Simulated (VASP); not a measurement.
Input of a VASP 6.6.1 run:

File INCAR:

```
ALGO = Normal
EDIFF = 1E-6
ENCUT = 520
GGA = PE
ISIF = 2
ISMEAR = 0
LASPH = True
LCHARG = True
LELF = True
LREAL = False
LVHAR = True
LWAVE = False
NBANDS = 31
NELM = 100
PREC = Accurate
SIGMA = 0.1
```

File KPOINTS:

```
k-points
0
Gamma
  4 4 4
```

POSCAR

```
LiTlF4
1.0
    3.7661876000      0.0000000000      0.0000000000
    0.0000000000      3.7661876000      0.0000000000
    0.0000000000      0.0000000000      5.3055185000
Li Tl F
1 1 4
Direct
    0.0000000000      0.0000000000      0.0000000000
    0.5000000000      0.5000000000      0.5000000000
    0.5000000000      0.0000000000      0.2502720000
    0.0000000000      0.5000000000      0.7497280000
    0.5000000000      0.0000000000      0.7497280000
    0.0000000000      0.5000000000      0.2502720000
```

Potentials or basis: VASP PAW PBE potentials, release 64 (Li_sv, Tl_d, F).

Run with:

```console
$ cat potpaw_PBE.64/Li_sv/POTCAR potpaw_PBE.64/Tl_d/POTCAR potpaw_PBE.64/F/POTCAR > POTCAR
$ mpirun -np 1 vasp_std > vasp.out
```

Problem. What does it give for the largest force?

Solution. 0.020 eV/Å.

Problem. Predict the band gap on the k mesh.

Solution. 1.91 eV (least direct gap 2.12 eV).

Forces on the atoms (eV/Å):
```
Li   0.000  0.000  0.000
Tl   0.000  0.000  0.000
F    0.000  0.000 -0.020
F    0.000  0.000  0.020
F    0.000  0.000  0.020
F    0.000  0.000 -0.020
```

Caveat: spin-orbit coupling is left out, which moves the levels of the heavy elements. A k mesh can miss the band edges.
